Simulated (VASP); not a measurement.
Crystal: BN.

```xyz
4
Lattice="2.4982 0.0000 0.0000 -1.2491 2.1635 0.0000 0.0000 0.0000 6.6357" Properties=species:S:1:pos:R:3 pbc="T T T"
N     1.2491    0.7212    1.6589
N     0.0000    1.4424    4.9768
B     1.2491    0.7212    4.9768
B     0.0000    1.4424    1.6589
```

* Program: VASP 6.6.1
* Task: relaxation of cell and atoms
* Functional: RPBE
* Dispersion: D3(BJ)
* Potentials or basis: VASP PAW PBE potentials, release 64 (N, B)
* Cutoff: 600 eV
* k mesh: 12 × 12 × 4
* Occupations: fermi-dirac, width 0.05 eV
* Spin: no spin polarisation

At the start: pressure 0.9 GPa; volume 8.97 Å³/atom.

Q: How do energy, volume and symmetry change on relaxing?

A: Over 11 steps the energy falls by 5.5 meV/atom and the volume is 8.25 Å³/atom (-8.0 %); space group P6_3/mmc (No. 194, to 0.05 Å).

The path:
```
step  energy change (eV)  largest force (eV/Å)  pressure (GPa)  volume (Å³)
   1              0.0000                0.0000            0.93        35.87
   2              0.0011                0.0000           -3.52        36.13
   3             -0.0018                0.0000           -1.06        35.98
   4             -0.0040                0.0000           -1.03        35.78
   5             -0.0102                0.0000           -0.94        35.17
   6             -0.0195                0.0000           -0.65        33.94
   7             -0.0126                0.0000            0.65        31.50
   8             -0.0220                0.0000           -0.38        33.23
   9             -0.0221                0.0000           -0.29        33.00
  10             -0.0196                0.0000            2.56        32.81
  11             -0.0222                0.0000            0.00        32.98
```

Final structure:
```
N B
1.0
     2.50228    0.00000    0.00000
    -1.25114    2.16703    0.00000
     0.00000    0.00000    6.08225
N B
2 2
Cartesian
  1.2511 0.7223 1.5206
  0.0000 1.4447 4.5617
  1.2511 0.7223 4.5617
  0.0000 1.4447 1.5206
```

Caveat: the PAW data sets were made with another functional, which shifts forces and pressure a little.
